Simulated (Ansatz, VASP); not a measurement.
# Two plane-wave programs on Mn

```
Mn
1.0
     2.33993    0.00000    0.00000
     0.00000    2.33993    0.00000
     0.00000    0.00000    2.33993
Mn
1
Cartesian
  0.0000 0.0000 0.0000
```

Alike in both runs: task single point; functional PBEsol; k mesh 16 × 16 × 16; occupations fermi-dirac, width 0.1 eV; no spin polarisation.

|  | VASP | Ansatz |
| --- | --- | --- |
| version | VASP 6.6.1 | Ansatz 0.2.0 |
| potentials or method | VASP PAW PBE potentials, release 64 (Mn_pv), cutoff 520 eV | plane waves (420 eV) with PAW, scalar-relativistic |
| valence electrons in the cell | 13 | 15 |

```tsv
	VASP	Ansatz	Ansatz less VASP
pressure (GPa)	-20.6	-20.7	-0.14
```

VASP's potentials were made for PBE, not for PBEsol, and Ansatz warns of the same on its side. VASP's potentials hold 13 valence electrons a cell and Ansatz's 15, so a difference there can come from the potentials and not from the codes.
